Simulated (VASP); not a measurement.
Set up this calculation in VASP 6.6.1, as the native input.

```yaml
Task: single point
Functional: PBEsol
Potentials_or_basis: VASP PAW PBE potentials, release 64 (Al, Ru_pv)
Cutoff: 520 eV
k_mesh: 16 × 16 × 16
Occupations: gaussian, width 0.15 eV
Spin: no spin polarisation
Dipole_correction: no
Further_INCAR_settings: ALGO = Fast; EDIFF = 1e-06; NBANDS = 16
```

The structure of AlRu lies in POSCAR:

```
AlRu
1.0
    2.9168100000      0.0000000000      0.0000000000
    0.0000000000      2.9168100000      0.0000000000
    0.0000000000      0.0000000000      2.9916000000
Al Ru
1 1
Direct
    0.0000000000      0.0000000000      0.0000000000
    0.5000000000      0.5000000000      0.5000000000
```

This cell differs from its parent crystal: strain -0.025 along x and y, +0.000 along z.

These files were run (other wordings do the same):

INCAR

```
SYSTEM = AlRu
ALGO = Fast
EDIFF = 1E-6
ENCUT = 520
GGA = PS
ISIF = 2
ISMEAR = 0
LASPH = .True.
LCHARG = .False.
LREAL = .False.
LWAVE = .False.
NBANDS = 16
NELM = 100
PREC = Accurate
SIGMA = 0.15
```

KPOINTS

```
k-points
0
Gamma
  16 16 16
  0 0 0
```

Potentials or basis: VASP PAW PBE potentials, release 64 (Al, Ru_pv).

Launch:

```sh
$ cat potpaw_PBE.64/Al/POTCAR potpaw_PBE.64/Ru_pv/POTCAR > POTCAR
$ mpirun -np 1 vasp_std > vasp.out
```

It gave:

```yaml
Pressure: 8.5 GPa
```

Caveat: the cell differs from its parent crystal (strain -0.025 along x and y, +0.000 along z); the PAW data sets were made with another functional, which shifts forces and pressure a little.

Run time: 75 s on 1 thread of AMD EPYC 9R45 96-Core Processor (Zen 5), on a shared host, peak memory 0.24 GiB.
